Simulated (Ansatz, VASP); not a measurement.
# One calculation of ZnO, two programs

```xyz
4
Lattice="3.2500 0.0000 0.0000 -1.6250 2.8146 0.0000 0.0000 0.0000 5.2050" Properties=species:S:1:pos:R:3 pbc="T T T"
Zn    0.0000    1.8764    0.0000
Zn    1.6250    0.9382    2.6025
O     0.0000    1.8764    1.9883
O     1.6250    0.9382    4.5908
```

Alike in both runs: task single point; functional PBEsol; k mesh 6 × 6 × 4; occupations gaussian, width 0.1 eV; no spin polarisation.

|  | VASP | Ansatz |
| --- | --- | --- |
| version | VASP 6.6.1 | Ansatz 0.2.0 |
| potentials or method | VASP PAW PBE potentials, release 64 (Zn, O), cutoff 520 eV | scalar-relativistic, plane waves, PAW |
| valence electrons in the cell | 36 | 36 |

```tsv
	VASP	Ansatz	Ansatz less VASP
gap on the k mesh at the Fermi level (eV)	0.68	0.70	+0.012
least direct gap on the mesh (eV)	0.68	0.70	+0.012
pressure (GPa)	-0.6	-1.4	-0.84
traceless stress, the component that is largest in VASP (GPa)	0.26	0.26	+0.003
rms of the force components (eV/Å)	0.019	0.018	-0.0005
```

VASP's potentials were made for PBE, not for PBEsol, and Ansatz warns of the same on its side. Atom by atom the forces differ by 0.000 eV/Å (rms over components).
